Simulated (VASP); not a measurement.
**TaN: single point with PBEsol**

The system is TaN.

```xyz
2
Lattice="2.8707 0.0000 0.0000 0.0000 7.7361 0.0000 0.0000 2.7629 0.9571" Properties=species:S:1:pos:R:3 pbc="T T T"
Ta    1.4354    6.0784    0.3190
N     0.0000    0.0000    0.0000
```

* Program: VASP 6.6.1
* Task: single point
* Functional: PBEsol
* Potentials or basis: VASP PAW PBE potentials, release 64 (Ta_pv, N)
* Cutoff: 520 eV
* k mesh: 12 × 5 × 35
* Occupations: gaussian, width 0.1 eV
* Spin: no spin polarisation
* Dipole correction: no
* Further INCAR settings: ALGO = Normal; EDIFF = 1e-07; NBANDS = 15; ISYM = 0

* Pressure: 0.9 GPa
* Band gap on the k mesh: zero (band 8 reaches 8.44 eV, above the bottom of band 9 at 8.13 eV)

Stress tensor (GPa, compression positive):
```
1.00 0.00 0.00
0.00 0.78 0.00
0.00 0.00 0.78
```

Levels at points of the mesh, in eV from the Fermi level:
| k point | band 6 | band 7 | band 8 | band 9 | band 10 | band 11 |
| --- | --- | --- | --- | --- | --- | --- |
| (0.00, 0.00, 0.00) | -4.60 | -4.28 | -2.91 | 2.34 | 3.67 | 3.67 |
| (0.50, 0.00, 0.00) | -3.77 | -3.77 | -0.09 | -0.09 | 2.49 | 3.36 |

It took 8.8 min on 1 thread of Intel(R) Xeon(R) Platinum 8488C (Sapphire Rapids), with other jobs on the host, peak memory 0.48 GiB.

Caveat: the k points lie up to 0.50 Å⁻¹ apart; the PAW data sets were made with another functional, which shifts forces and pressure a little; spin-orbit coupling is left out, which moves the levels of the heavy elements.
